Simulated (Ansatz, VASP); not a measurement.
One calculation of ZnH2, two programs

The input INCAR:

```
SYSTEM = ZnH2
ALGO = Normal
EDIFF = 1E-6
EDIFFG = -0.04
ENCUT = 600
GGA = PE
IBRION = 2
ISIF = 3
ISMEAR = 0
LASPH = .True.
LCHARG = .False.
LREAL = .False.
LWAVE = .False.
NELM = 60
NSW = 90
PREC = Accurate
SIGMA = 0.1
```

Contents of KPOINTS:

```
k-points
0
Gamma
  6 6 6
  0 0 0
```

File POSCAR:

```
ZnH2
1.0
    2.8749536780      0.0000000000      0.0000000000
    0.0000000000      2.8749536780      0.0000000000
    0.0000000000      0.0000000000      3.6148001656
Zn H
1 2
Direct
    0.0000000000      0.0000000000      0.5000000000
    0.0000000000      0.5000000000      0.7509055336
    0.5000000000      0.0000000000      0.2490944664
```

Input for Ansatz:

```yaml
crystal:
  lattice:
    - [2.874953678, 0.0, 0.0]
    - [0.0, 2.874953678, 0.0]
    - [0.0, 0.0, 3.6148001656]
  atoms:
    - { symbol: Zn, position: [0.0, 0.0, 0.5] }
    - { symbol: H, position: [0.0, 0.5, 0.7509055336] }
    - { symbol: H, position: [0.5, 0.0, 0.2490944664] }
basis:
  ecutwfc: 420
kpoints:
  mp_grid: { grid: [6, 6, 6] }
hamiltonian:
  xc: pbe
scf:
  occupations: { method: gaussian, width: 0.1 }
  lower_state_search: "off"
output:
  forces: true
  stress: true
  eigenvalues: true
relax:
  adjacent_minimum: "off"
  f_tol: 0.04
  max_steps: 70
  cell: { stress_tol: 0.4 }
```

Change from the starting cell: the structure that the rattled cell fell into.

Alike in both runs: task relaxation of cell and atoms; functional PBE; k mesh 6 × 6 × 6; occupations gaussian, width 0.1 eV; no spin polarisation.

|  | VASP | Ansatz |
| --- | --- | --- |
| version | VASP 6.6.1 | Ansatz 0.2.0 |
| potentials or method | VASP PAW PBE potentials, release 64 (Zn, H), cutoff 600 eV | scalar-relativistic, plane waves, PAW |
| valence electrons in the cell | 14 | 14 |

|  | VASP | Ansatz | Ansatz less VASP |
| --- | --- | --- | --- |
| gap on the k mesh at the Fermi level, each at its own relaxed structure (eV) | 2.52 | 2.82 | +0.301 |
| relaxed volume (Å³/atom) | 11.55 | 12.54 | +0.990 |
| relaxed cell length with the largest relative difference (Å) | 4.342 | 4.684 | +0.3417 |

One of these differences is far larger than is usual between the two programs; its cause wasn't traced.

Noted on VASP's run: the volume moved by over 15 % at a fixed basis, so the end points are rough.
